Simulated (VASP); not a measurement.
# SiC in VASP: further runs, part 2 of 2

VASP 6.6.1. Earlier steps stand in the parts before.

## (4) Single point, PBE (uniaxial x strain -3.7%)

Contents of INCAR:

```
SYSTEM = SiC
PREC = Accurate
ENCUT = 520
EDIFF = 1E-7
ISMEAR = -1
SIGMA = 0.02
LREAL = .False.
LASPH = .True.
NELM = 60
ALGO = Normal
ISIF = 2
LWAVE = .False.
LCHARG = .False.
GGA = PE
NBANDS = 16
```

Contents of KPOINTS:

```
regular mesh
0
Gamma
  12 12 6
  0 0 0
```

Contents of POSCAR:

```
SiC
1.0
    2.9621832941      0.0000000000      0.0000000000
   -1.4810916471      2.6633367767      0.0000000000
    0.0000000000      0.0000000000      5.0481087359
Si C
2 2
Direct
    0.3338022646      0.6676045292      0.5006165085
    0.6661977354      0.3323954708      1.0006165085
    0.3364596896      0.6729193793      0.8743834915
    0.6635403104      0.3270806207      0.3743834915
```

Potentials or basis: VASP PAW PBE potentials, release 64 (Si, C).

Run with:

```bash
$ cat potpaw_PBE.64/Si/POTCAR potpaw_PBE.64/C/POTCAR > POTCAR
$ mpirun -np 1 vasp_std > vasp.out
```

OUTCAR:

```text
SYSTEM = SiC
   PREC = Accurate
   ENCUT = 520
   EDIFF = 1E-7
   ISMEAR = -1
   LREAL = .False.
   LASPH = .True.
   NELM = 60
   ISIF = 2
   GGA = PE

 ion  position               nearest neighbor table
   1  0.334  0.668  0.501-   4 1.85   4 1.85   4 1.87   3 1.89   2 3.06   2 3.06   2 3.06   2 3.06
                             2 3.08   2 3.08
   2  0.666  0.332  0.001-   3 1.85   3 1.85   3 1.87   4 1.89   1 3.06   1 3.06   1 3.06   1 3.06
                             1 3.08   1 3.08
   3  0.336  0.673  0.874-   2 1.85   2 1.85   2 1.87   1 1.89
   4  0.664  0.327  0.374-   1 1.85   1 1.85   1 1.87   2 1.89
[... 661 lines left out ...]
  --------------------------------------------------------------------------------------
  -------------------------------------------------------------------------------------
  Total        6.0740863      1.9953854      1.3769701     -0.0000000      0.0000000      0.0000000
  in kB      244.3570216     80.2732132     55.3947212     -0.0000000      0.0000000      0.0000000
  external PRESSURE =     126.6749853 kB  Pullay stress =       0.0000000 kB

 VOLUME and BASIS-vectors are now :
 -----------------------------------------------------------------------------
  energy-cutoff  :      520.00
  volume of cell :       39.83
      direct lattice vectors                 reciprocal lattice vectors
     2.962183294  0.000000000  0.000000000     0.337588833  0.187734426  0.000000000
    -1.481091647  2.663336777  0.000000000     0.000000000  0.375468851  0.000000000
     0.000000000  0.000000000  5.048108736     0.000000000  0.000000000  0.198093990

 POSITION                                       TOTAL-FORCE (eV/Angst)
 -----------------------------------------------------------------------------------
     -0.00000      1.77806      2.52717        -0.000000      0.019277      0.031853
      1.48109      0.88528      0.00311         0.000000     -0.019277      0.031853
     -0.00000      1.79221      4.41398        -0.000000      0.022561     -0.031853
      1.48109      0.87113      1.88993         0.000000     -0.022561     -0.031853
 -----------------------------------------------------------------------------------
    total drift:                                0.000000      0.000000      0.000032

  FREE ENERGIE OF THE ION-ELECTRON SYSTEM (eV)
  ---------------------------------------------------
  free  energy   TOTEN  =       -29.9738670590 eV

  energy  without entropy=      -29.9738670590  energy(sigma->0) =      -29.97386706
```

OSZICAR:

```text
N       E                     dE             d eps       ncg     rms          rms(c)
DAV:   1     0.259370049468E+02    0.25937E+02   -0.72144E+03  5504   0.898E+02
DAV:   2    -0.314242569214E+02   -0.57361E+02   -0.52022E+02  7776   0.160E+02
DAV:   3    -0.339037575543E+02   -0.24795E+01   -0.24698E+01  7392   0.303E+01
DAV:   4    -0.339208944573E+02   -0.17137E-01   -0.17134E-01  6560   0.312E+00
DAV:   5    -0.339210534301E+02   -0.15897E-03   -0.15897E-03  7424   0.282E-01    0.131E+01
DAV:   6    -0.300877809788E+02    0.38333E+01   -0.67087E+00  6920   0.160E+01    0.596E+00
DAV:   7    -0.299929584618E+02    0.94823E-01   -0.12029E+00  7872   0.645E+00    0.256E+00
DAV:   8    -0.299752459472E+02    0.17713E-01   -0.51111E-02  6320   0.143E+00    0.658E-01
DAV:   9    -0.299735653124E+02    0.16806E-02   -0.76697E-03  7128   0.601E-01    0.121E-01
DAV:  10    -0.299738417728E+02   -0.27646E-03   -0.94970E-04  6832   0.182E-01    0.567E-02
DAV:  11    -0.299738661283E+02   -0.24355E-04   -0.74642E-05  6440   0.630E-02    0.145E-02
DAV:  12    -0.299738665306E+02   -0.40237E-06   -0.55318E-06  7376   0.154E-02    0.461E-03
DAV:  13    -0.299738670381E+02   -0.50745E-06   -0.77565E-07  6664   0.569E-03    0.257E-03
DAV:  14    -0.299738670590E+02   -0.20951E-07   -0.34271E-08  3880   0.132E-03
   1 F= -.29973867E+02 E0= -.29973867E+02  d E =-.438081E-12
```

stdout:

```text
POSCAR found type information on POSCAR SiC
 POSCAR found :  2 types and       4 ions
 scaLAPACK will be used
 LDA part: xc-table for (Slater+PW92), standard interpolation
 POSCAR, INCAR and KPOINTS ok, starting setup
 FFT: planning ... GRIDC
 FFT: planning ... GRID_SOFT
 FFT: planning ... GRID
 WAVECAR not read
 entering main loop
```

Run time: 77 s. Hardware: 1 thread of Intel Xeon Platinum 8259CL at 2.50GHz (Skylake/Cascade Lake), shared host; peak memory 0.22 GiB.

What came out:

* Free energy: -29.9739 eV
* Pressure: 12.7 GPa
* Largest force: 0.039 eV/Å
* Band gap on the k mesh: 1.86 eV, indirect (least direct gap 4.11 eV)

Forces in eV/Å, atoms in the order of the input:
```
Si   0.000  0.019  0.032
Si   0.000 -0.019  0.032
C    0.000  0.023 -0.032
C    0.000 -0.023 -0.032
```

Caveat: the cell differs from its parent crystal (uniaxial x strain -3.7%). A k mesh can miss the band edges.

## (5) Single point, r2SCAN (uniaxial x strain -3.7%)

POSCAR is that of step 4.

Contents of INCAR.step1:

```
ALGO = Normal ; EDIFF = 1E-4
ENCUT = 520 ; GGA = PE
ISMEAR = 0 ; LASPH = T
LCHARG = F ; LREAL = F
LWAVE = T ; NBANDS = 16
NELM = 80 ; PREC = Accurate
SIGMA = 0.01
```

Contents of INCAR.step2:

```
ALGO = Normal ; EDIFF = 1E-6
ENCUT = 520 ; ISIF = 2
ISMEAR = 0 ; ISTART = 1
LASPH = T ; LCHARG = F
LMIXTAU = T ; LREAL = F
LWAVE = F ; METAGGA = R2SCAN
NBANDS = 16 ; NELM = 80
PREC = Accurate ; SIGMA = 0.01
```

Contents of KPOINTS:

```
k-points
0
Gamma
  12 12 6
```

Potentials or basis: VASP PAW PBE potentials, release 64 (Si, C).

Run with:

```bash
$ cat potpaw_PBE.64/Si/POTCAR potpaw_PBE.64/C/POTCAR > POTCAR
$ cp INCAR.step1 INCAR
$ mpirun -np 1 vasp_std > vasp.out
$ cp INCAR.step2 INCAR
$ mpirun -np 1 vasp_std > vasp.out
```

OUTCAR:

```text
EDIFF = 1E-6
   ENCUT = 520
   ISIF = 2
   ISMEAR = 0
   ISTART = 1
   LASPH = T
   LREAL = F
   METAGGA = R2SCAN
   NELM = 80
   PREC = Accurate

 ion  position               nearest neighbor table
   1  0.334  0.668  0.501-   4 1.85   4 1.85   4 1.87   3 1.89   2 3.06   2 3.06   2 3.06   2 3.06
                             2 3.08   2 3.08
   2  0.666  0.332  0.001-   3 1.85   3 1.85   3 1.87   4 1.89   1 3.06   1 3.06   1 3.06   1 3.06
                             1 3.08   1 3.08
   3  0.336  0.673  0.874-   2 1.85   2 1.85   2 1.87   1 1.89
   4  0.664  0.327  0.374-   1 1.85   1 1.85   1 1.87   2 1.89

  LATTYP: Found a base centered orthorhombic cell.
 ALAT       =     2.9621832941
 B/A-ratio  =     1.7982255062
 C/A-ratio  =     1.7041851346

  Lattice vectors:

 A1 = (   1.4810916471,  -2.6633367767,   0.0000000000)
 A2 = (   1.4810916470,   2.6633367767,   0.0000000000)
 A3 = (   0.0000000000,   0.0000000000,   5.0481087359)

Analysis of symmetry for initial positions (statically):
=====================================================================
 Subroutine PRICEL returns:
 Original cell was already a primitive cell.

 Routine SETGRP: Setting up the symmetry group for a
 base centered orthorhombic supercell.

 Subroutine GETGRP returns: Found  4 space group operations
 (whereof  2 operations were pure point group operations)
 out of a pool of  8 trial point group operations.

The static configuration has the point symmetry C_1h.
 The point group associated with its full space group is C_2v.

Analysis of symmetry for dynamics (positions and initial velocities):
=====================================================================
 Subroutine PRICEL returns:
 Original cell was already a primitive cell.

 Routine SETGRP: Setting up the symmetry group for a
 base centered orthorhombic supercell.

 Subroutine GETGRP returns: Found  4 space group operations
 (whereof  2 operations were pure point group operations)
 out of a pool of  8 trial point group operations.

The dynamic configuration has the point symmetry C_1h.
 The point group associated with its full space group is C_2v.

 Subroutine INISYM returns: Found  4 space group operations
 (whereof  2 operations are pure point group operations),
 and found     1 'primitive' translations

----------------------------------------------------------------------------------------

                                     Primitive cell

  volume of cell :      39.8260

  direct lattice vectors                    reciprocal lattice vectors
     2.962183294  0.000000000  0.000000000     0.337588833  0.187734426  0.000000000
    -1.481091647  2.663336777  0.000000000     0.000000000  0.375468851  0.000000000
     0.000000000  0.000000000  5.048108736     0.000000000  0.000000000  0.198093990

  length of vectors
     2.962183294  3.047457178  5.048108736     0.386277665  0.375468851  0.198093990

  position of ions in fractional coordinates (direct lattice)
     0.333802265  0.667604529  0.500616509
     0.666197735  0.332395471  0.000616509
     0.336459690  0.672919379  0.874383491
     0.663540310  0.327080621  0.374383491

  ion indices of the primitive-cell ions
   primitive index   ion index
                 1           1
                 2           2
                 3           3
[... 23 lines left out ...]
 Subroutine IBZKPT returns following result:
 ===========================================

 Found    172 irreducible k-points:

 Following reciprocal coordinates:
            Coordinates               Weight
  0.000000  0.000000  0.000000      1.000000
  0.083333  0.000000  0.000000      4.000000
  0.166667  0.000000  0.000000      4.000000
  0.250000  0.000000  0.000000      4.000000
  0.333333  0.000000  0.000000      4.000000
  0.416667  0.000000  0.000000      4.000000
[... 16 lines left out ...]
  0.333333  0.166667  0.000000      4.000000
  0.416667  0.166667  0.000000      4.000000
 [... further k-points ...]
   k-points           NKPTS =    172   k-points in BZ     NKDIM =    172   number of bands    NBANDS=     16
   number of dos      NEDOS =    301   number of ions     NIONS =      4
   total plane-waves  NPLWV =  23040
   dimension x,y,z NGX =    24 NGY =   24 NGZ =   40
   dimension x,y,z NGXF=    48 NGYF=   48 NGZF=   80
   ions per type =               2   2
   NGX,Y,Z   is equivalent  to a cutoff of  13.47, 13.09, 13.17 a.u.
   NGXF,Y,Z  is equivalent  to a cutoff of  26.94, 26.19, 26.35 a.u.
 SYSTEM =  unknown system
   PREC   = accura    normal or accurate (medium, high low for compatibility)
   ISTART =      1    job   : 0-new  1-cont  2-samecut
   ICHARG =      0    charge: 1-file 2-atom 10-const
   ISPIN  =      1    spin polarized calculation?
   LNONCOLLINEAR =      F non collinear calculations
   LSORBIT =      F    spin-orbit coupling
   LASPH  =      T    aspherical Exc in radial PAW
   ENCUT  =  520.0 eV  38.22 Ry    6.18 a.u.   5.51  5.67  9.39*2*pi/ulx,y,z
   NELM   =     80;   NELMIN=  2; NELMDL=  0     # of ELM steps
   EDIFF  = 0.1E-05   stopping-criterion for ELM
   LREAL  =      F    real-space projection
   EDIFFG = 0.1E-04   stopping-criterion for IOM
   NSW    =      0    number of steps for IOM
   IBRION =     -1    ionic relax: 0-MD 1-quasi-New 2-CG
   NFREE  =      0    steps in history (QN), initial steepest desc. (CG)
   ISIF   =      2    stress and relaxation
   ISYM   =      2    0-nonsym 1-usesym 2-fastsym
   POTIM  = 0.5000    time-step for ionic-motion
   TEBEG  =    0.0;   TEEND  =   0.0 temperature during run
   PSTRESS=    0.0 pullay stress
   NELECT =      16.0000    total number of electrons
   NUPDOWN=      -1.0000    fix difference up-down
   EMIN   =  10.00;   EMAX   =-10.00  energy-range for DOS
   EFERMI =   0.00;   METHOD = LEGACY
   ISMEAR =     0;   SIGMA  =   0.01  broadening in eV -4-tet -1-fermi 0-gaus
   EFERMI_NEDOS =   21; number of points for ismear=-14 and -15
   IALGO  =     38    algorithm
   IMIX   =      4    mixing-type and parameters
     AMIX     =   0.40;   BMIX     =  1.00
     AMIX_MAG =   1.60;   BMIX_MAG =  1.00
  volume/ion in A,a.u.               =       9.96        67.19
  Fermi-wavevector in a.u.,A,eV,Ry     =   1.207979  2.282749 19.853790  1.459212
  Thomas-Fermi vector in A             =   2.343600
   LORBIT       =      0    0 simple, 1 ext, 2 COOP (PROOUT), +10 PAW based schemes
   METAGGA = R2SCAN    functional components
   LHFCALC =     F    Hartree Fock is set to
   AEXX    =    0.0000 exact exchange contribution
   IVDW    =     0    specifies the selected vdW correction
   LEPSILON=     F    determine dielectric tensor
   LRPA    =     F    only Hartree local field effects (RPA)
 non-spin polarized calculation
 Gauss-broadening in eV      SIGMA  =   0.01
  energy-cutoff  :      520.00
  volume of cell :       39.83
 maximum number of plane-waves:      1094
 NGX is ok and might be reduce to    24
   NGX = 11   NGY = 11   NGZ = 19

 number of electron      16.0000001 magnetization

 Free energy of the ion-electron system (eV)
  ---------------------------------------------------
  ext. energy  EPLUGINS =         0.00000000
  ---------------------------------------------------
  free energy    TOTEN  =       -38.53951087 eV

  energy without entropy =      -38.53951087  energy(sigma->0) =      -38.53951087

 E-fermi :   8.9449     XC(G=0): -12.1006

 val. band max:        8.8326573058   @ k =   0.0000   0.0000   0.0000
 cond. band min:      11.0834509371   @ k =   0.3333   0.3333   0.0000
 fundamental gap:      2.2507936313
 Fermi energy:         8.9449009641

 k-point     1 :       0.0000    0.0000    0.0000
  band No.  band energies     occupation
      1      -8.0855      2.00000
      2      -4.4590      2.00000
      3      -0.7025      2.00000
      4       7.0718      2.00000
      5       7.5760      2.00000
      6       8.3118      2.00000
[... 433 lines left out ...]
      3       0.8089      2.00000
      4       2.1106      2.00000
      5       2.8902      2.00000
      6       3.6260      2.00000
[... 8 lines left out ...]
     15      20.1464      0.00000
     16      22.0746      0.00000

 [... further k-points ...]
[... 5 lines left out ...]
  --------------------------------------------------------------------------------------
  -------------------------------------------------------------------------------------
  Total        5.3448465      1.0029303      0.4183251     -0.0000000      0.0000000      0.0000000
  in kB      215.0201234     40.3473145     16.8289793     -0.0000000      0.0000000      0.0000000
  external PRESSURE =      90.7321391 kB  Pullay stress =       0.0000000 kB

 VOLUME and BASIS-vectors are now :
 -----------------------------------------------------------------------------
  energy-cutoff  :      520.00
  volume of cell :       39.83
      direct lattice vectors                 reciprocal lattice vectors
     2.962183294  0.000000000  0.000000000     0.337588833  0.187734426  0.000000000
    -1.481091647  2.663336777  0.000000000     0.000000000  0.375468851  0.000000000
     0.000000000  0.000000000  5.048108736     0.000000000  0.000000000  0.198093990

 POSITION                                       TOTAL-FORCE (eV/Angst)
 -----------------------------------------------------------------------------------
     -0.00000      1.77806      2.52717         0.000000     -0.004177      0.005335
      1.48109      0.88528      0.00311        -0.000000      0.004177      0.005335
     -0.00000      1.79221      4.41398         0.000000     -0.003534     -0.005335
      1.48109      0.87113      1.88993        -0.000000      0.003534     -0.005335
 -----------------------------------------------------------------------------------
    total drift:                                0.000000      0.000000      0.000840

  FREE ENERGIE OF THE ION-ELECTRON SYSTEM (eV)
  ---------------------------------------------------
  free  energy   TOTEN  =       -38.5395108727 eV

  energy  without entropy=      -38.5395108727  energy(sigma->0) =      -38.53951087
```

It took 4.9 min on 1 thread of Intel Xeon Platinum 8259CL at 2.50GHz (Skylake/Cascade Lake), shared host; peak memory 0.23 GiB.

What came out:

- Free energy: -38.5395 eV
- Pressure: 9.1 GPa
- Largest force: 0.007 eV/Å
- Band gap on the k mesh: 2.25 eV, indirect (least direct gap 4.64 eV)

Forces on the atoms (eV/Å):
```
Si   0.000 -0.004  0.005
Si   0.000  0.004  0.005
C    0.000 -0.004 -0.005
C    0.000  0.004 -0.005
```

Caveat: the cell differs from its parent crystal (uniaxial x strain -3.7%); the PAW data sets were made with another functional, which shifts forces and pressure a little. A k mesh can miss the band edges.

## (6) Overview

| level | cell | smearing | gap on the mesh (eV) | pressure (GPa) | largest force (eV/Å) |
| --- | --- | --- | --- | --- | --- |
| PBE | a = 3.089, b = 3.089, c = 5.070 Å, angles 90.0, 90.0, 120.0°, 4 atoms | fermi-dirac 0.02 eV | 2.30 | 0.5 | - |
| r2SCAN | a = 3.089, b = 3.089, c = 5.070 Å, angles 90.0, 90.0, 120.0°, 4 atoms | gaussian 0.01 eV | 2.68 | -3.1 | - |
| PBE | a = 2.962, b = 3.047, c = 5.048 Å, angles 90.0, 90.0, 119.1°, 4 atoms | fermi-dirac 0.02 eV | 1.86 | 12.7 | 0.04 |
| r2SCAN | a = 2.962, b = 3.047, c = 5.048 Å, angles 90.0, 90.0, 119.1°, 4 atoms | gaussian 0.01 eV | 2.25 | 9.1 | 0.01 |

Alike in all rows: task single point; potentials or basis VASP PAW PBE potentials, release 64 (Si, C); no spin polarisation; k mesh 12 × 12 × 6; cutoff (eV) 520.

Caveats: the PAW data sets were made with another functional, which shifts forces and pressure a little (some runs).

Absolute energies hang on the potentials; compare differences alone.
